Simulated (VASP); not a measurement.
# W (Immm) in VASP: further runs, part 2 of 2

VASP 6.6.1.

### Step 4. Single point, r2SCAN (strain +0.0150 x Voigt [0, 0, 0, 1, 0, 0])

POSCAR reads:

```
W
1.0
    0.0000000000      2.0452250000      2.0452250000
    2.0300000000      0.0152250000      2.0300000000
    2.0300000000      2.0300000000      0.0152250000
W
1
Direct
    0.0000000000      0.0000000000      0.0000000000
```

INCAR.step1 reads:

```
SYSTEM = W
PREC     = Accurate       ! precision mode
ENCUT    = 520            ! plane-wave cutoff, eV
ISMEAR   = 0              ! smearing method
SIGMA    = 0.15           ! smearing width, eV
LREAL    = .FALSE.        ! projectors in reciprocal space
LASPH    = .TRUE.         ! aspherical terms in the spheres
NELM     = 100            ! most SCF steps
NBANDS   = 13             ! bands
GGA      = PE             ! functional
ALGO     = Normal         ! electronic algorithm
EDIFF    = 1E-4           ! SCF threshold, eV
LWAVE    = .TRUE.         ! write WAVECAR
LCHARG   = .FALSE.        ! write CHGCAR
```

INCAR.step2 reads:

```
SYSTEM = W
PREC     = Accurate       ! precision mode
ENCUT    = 520            ! plane-wave cutoff, eV
EDIFF    = 1E-6           ! SCF threshold, eV
ISMEAR   = 0              ! smearing method
SIGMA    = 0.15           ! smearing width, eV
LREAL    = .FALSE.        ! projectors in reciprocal space
LASPH    = .TRUE.         ! aspherical terms in the spheres
NELM     = 100            ! most SCF steps
ALGO     = Normal         ! electronic algorithm
ISIF     = 2              ! what is computed and relaxed
LWAVE    = .FALSE.        ! write WAVECAR
LCHARG   = .FALSE.        ! write CHGCAR
METAGGA  = R2SCAN         ! meta-GGA
LMIXTAU  = .TRUE.       
NBANDS   = 13             ! bands
ISTART   = 1
```

KPOINTS reads:

```
Automatic mesh
0
G
  20 20 20
  0 0 0
```

Command:

```sh
> cat potpaw_PBE.64/W_sv/POTCAR > POTCAR
> cp INCAR.step1 INCAR
> mpirun -np 1 vasp_std > vasp.out
> cp INCAR.step2 INCAR
> mpirun -np 1 vasp_std > vasp.out
```

It took 23 min on 1 thread of Oxide Virtual Turin-like, shared host; peak memory 0.31 GiB.

It converged, with:

| Property | Result |
| --- | --- |
| Free energy | -50.7932 eV |
| Pressure | -7.8 GPa |
| Band gap on the k mesh | zero (bands 7 and 8 overlap by 3.40 eV) |

Stress tensor (GPa, compression positive):
```
-7.65  0.00  0.00
 0.00 -7.88  3.29
 0.00  3.29 -7.88
```

Levels at points of the mesh, in eV from the Fermi level:
| k point | band 4 | band 5 | band 6 | band 7 | band 8 | band 9 | band 10 | band 11 |
| --- | --- | --- | --- | --- | --- | --- | --- | --- |
| (0.00, 0.00, 0.00) | -38.61 | -9.39 | -0.73 | -0.58 | -0.42 | 2.73 | 2.73 | 13.33 |
| (0.50, 0.00, 0.00) | -38.76 | -5.83 | -0.82 | -0.58 | 0.30 | 5.01 | 5.18 | 10.41 |
| (0.00, 0.50, 0.00) | -38.79 | -5.79 | -0.87 | -0.63 | 0.46 | 5.06 | 5.21 | 10.62 |
| (0.50, 0.50, 0.00) | -39.04 | -5.59 | -4.67 | 2.89 | 5.15 | 5.78 | 5.79 | 12.12 |
| (0.00, 0.50, 0.50) | -39.01 | -5.59 | -4.67 | 2.89 | 5.17 | 5.76 | 5.80 | 11.87 |

Caveat: the cell differs from its parent crystal (strain +0.0150 x Voigt [0, 0, 0, 1, 0, 0]); the cell stands under tension; the PAW data sets were made with another functional, which shifts forces and pressure a little; spin-orbit coupling is left out, which moves the levels of the heavy elements.

### Step 5. Single point, r2SCAN (strain +0.0525 x Voigt [0, 0, 0, 1, 0, 0])

POSCAR reads:

```
W
1.0
    0.0000000000      2.0832875000      2.0832875000
    2.0300000000      0.0532875000      2.0300000000
    2.0300000000      2.0300000000      0.0532875000
W
1
Direct
    0.0000000000      0.0000000000      0.0000000000
```

INCAR.step1 reads:

```
SYSTEM = W
ALGO     = Normal         ! electronic algorithm
EDIFF    = 1E-4           ! SCF threshold, eV
ENCUT    = 520            ! plane-wave cutoff, eV
GGA      = PE             ! functional
ISMEAR   = 0              ! smearing method
LASPH    = .TRUE.         ! aspherical terms in the spheres
LCHARG   = .FALSE.        ! write CHGCAR
LREAL    = .FALSE.        ! projectors in reciprocal space
LWAVE    = .TRUE.         ! write WAVECAR
NBANDS   = 13             ! bands
NELM     = 100            ! most SCF steps
PREC     = Accurate       ! precision mode
SIGMA    = 0.15           ! smearing width, eV
```

INCAR.step2 reads:

```
SYSTEM = W
ALGO     = Normal         ! electronic algorithm
EDIFF    = 1E-7           ! SCF threshold, eV
ENCUT    = 520            ! plane-wave cutoff, eV
ISIF     = 2              ! what is computed and relaxed
ISMEAR   = 0              ! smearing method
ISTART   = 1            
LASPH    = .TRUE.         ! aspherical terms in the spheres
LCHARG   = .FALSE.        ! write CHGCAR
LMIXTAU  = .TRUE.       
LREAL    = .FALSE.        ! projectors in reciprocal space
LWAVE    = .FALSE.        ! write WAVECAR
METAGGA  = R2SCAN         ! meta-GGA
NBANDS   = 13             ! bands
NELM     = 100            ! most SCF steps
PREC     = Accurate       ! precision mode
SIGMA    = 0.15           ! smearing width, eV
```

KPOINTS reads:

```
k-points
0
G
  20 20 20
  0 0 0
```

Command:

```sh
> cat potpaw_PBE.64/W_sv/POTCAR > POTCAR
> cp INCAR.step1 INCAR
> mpirun -np 1 vasp_std > vasp.out
> cp INCAR.step2 INCAR
> mpirun -np 1 vasp_std > vasp.out
```

Run time: 17 min. Hardware: 1 thread of Oxide Virtual Turin-like, shared host; peak memory 0.31 GiB.

It converged, with:

* Free energy: -50.8145 eV
* Pressure: -7.2 GPa
* Band gap on the k mesh: zero (bands 7 and 8 overlap by 3.50 eV)

Stress tensor (GPa, compression positive):
```
-6.11  0.00  0.00
 0.00 -7.78  6.33
 0.00  6.33 -7.78
```

Levels at points of the mesh, in eV from the Fermi level:
```tsv
k point	band 3	band 4	band 5	band 6	band 7	band 8	band 9	band 10	band 11	band 12
(0.00, 0.00, 0.00)	-38.70	-38.62	-9.45	-1.15	-0.73	-0.09	2.70	2.71	13.26	18.15
(0.50, 0.00, 0.00)	-38.83	-38.77	-5.94	-1.11	-0.27	0.06	4.67	5.26	10.13	13.12
(0.00, 0.50, 0.00)	-38.91	-38.87	-5.80	-1.26	-0.48	0.61	4.85	5.37	10.88	12.72
(0.50, 0.50, 0.00)	-39.11	-39.11	-5.65	-4.74	2.85	4.96	5.69	5.84	12.06	12.10
(0.00, 0.50, 0.50)	-39.21	-38.99	-5.66	-4.75	2.83	5.13	5.68	5.78	11.19	13.00
```

Caveat: the cell differs from its parent crystal (strain +0.0525 x Voigt [0, 0, 0, 1, 0, 0]); the cell stands under tension; the PAW data sets were made with another functional, which shifts forces and pressure a little; spin-orbit coupling is left out, which moves the levels of the heavy elements.

### Step 6. Single point, r2SCAN (strain +0.0375 x Voigt [0, 0, 0, 1, 0, 0])

POSCAR reads:

```
W
1.0
    0.0000000000      2.0680625000      2.0680625000
    2.0300000000      0.0380625000      2.0300000000
    2.0300000000      2.0300000000      0.0380625000
W
1
Direct
    0.0000000000      0.0000000000      0.0000000000
```

INCAR.step1 reads:

```
PREC = Accurate
ENCUT = 520
ISMEAR = 0
SIGMA = 0.15
LREAL = False
LASPH = True
NELM = 60
NBANDS = 13
GGA = PE
ALGO = Normal
EDIFF = 1E-4
LWAVE = True
LCHARG = False
```

INCAR.step2 reads:

```
PREC = Accurate
ENCUT = 520
EDIFF = 1E-6
ISMEAR = 0
SIGMA = 0.15
LREAL = False
LASPH = True
NELM = 60
ALGO = Normal
ISIF = 2
LWAVE = False
LCHARG = False
METAGGA = R2SCAN
LMIXTAU = True
NBANDS = 13
ISTART = 1
```

KPOINTS reads:

```
Automatic mesh
0
Gamma
  20 20 20
```

Potentials or basis: VASP PAW PBE potentials, release 64 (W_sv).

Command:

```sh
> cat potpaw_PBE.64/W_sv/POTCAR > POTCAR
> cp INCAR.step1 INCAR
> mpirun -np 1 vasp_std > vasp.out
> cp INCAR.step2 INCAR
> mpirun -np 1 vasp_std > vasp.out
```

It took 21 min on 1 thread of Oxide Virtual Turin-like, shared host; peak memory 0.32 GiB.

The run converged. Its results:

```yaml
Free_energy: -50.8047 eV
Pressure: -7.5 GPa
Band_gap_on_the_k_mesh: zero (bands 7 and 8 overlap by 3.47 eV)
```

Stress tensor (GPa, compression positive):
```
-6.83  0.00  0.00
 0.00 -7.86  5.78
 0.00  5.78 -7.86
```

Levels at points of the mesh, in eV from the Fermi level:
| k point | band 5 | band 6 | band 7 | band 8 | band 9 | band 10 |
| --- | --- | --- | --- | --- | --- | --- |
| (0.00, 0.00, 0.00) | -9.42 | -0.98 | -0.66 | -0.22 | 2.71 | 2.71 |
| (0.50, 0.00, 0.00) | -5.89 | -0.99 | -0.39 | 0.16 | 4.81 | 5.23 |
| (0.00, 0.50, 0.00) | -5.79 | -1.10 | -0.54 | 0.56 | 4.94 | 5.32 |
| (0.50, 0.50, 0.00) | -5.62 | -4.71 | 2.87 | 5.05 | 5.73 | 5.81 |
| (0.00, 0.50, 0.50) | -5.63 | -4.71 | 2.85 | 5.14 | 5.72 | 5.79 |

Caveat: the cell differs from its parent crystal (strain +0.0375 x Voigt [0, 0, 0, 1, 0, 0]); the cell stands under tension; the PAW data sets were made with another functional, which shifts forces and pressure a little; spin-orbit coupling is left out, which moves the levels of the heavy elements.

### Step 7. Summary

```csv
cell,gap on the mesh (eV),pressure (GPa)
"a = 2.903, b = 2.871, c = 2.871 Å, angles 59.3, 59.6, 59.6°, 1 atom",none,-7.7
"a = 2.882, b = 2.871, c = 2.871 Å, angles 59.8, 59.9, 59.9°, 1 atom",none,-7.8
"a = 2.892, b = 2.871, c = 2.871 Å, angles 59.5, 59.8, 59.8°, 1 atom",none,-7.8
"a = 2.946, b = 2.871, c = 2.871 Å, angles 58.3, 59.1, 59.1°, 1 atom",none,-7.2
"a = 2.925, b = 2.871, c = 2.871 Å, angles 58.8, 59.4, 59.4°, 1 atom",none,-7.5
```

Alike in all rows: task single point; level r2SCAN; potentials or basis VASP PAW PBE potentials, release 64 (W_sv); no spin polarisation; k mesh 20 × 20 × 20; cutoff (eV) 520; smearing gaussian 0.15 eV.

Caveats: the cell stands under tension; the PAW data sets were made with another functional, which shifts forces and pressure a little; spin-orbit coupling is left out, which moves the levels of the heavy elements.

Absolute energies hang on the potentials; compare differences alone.
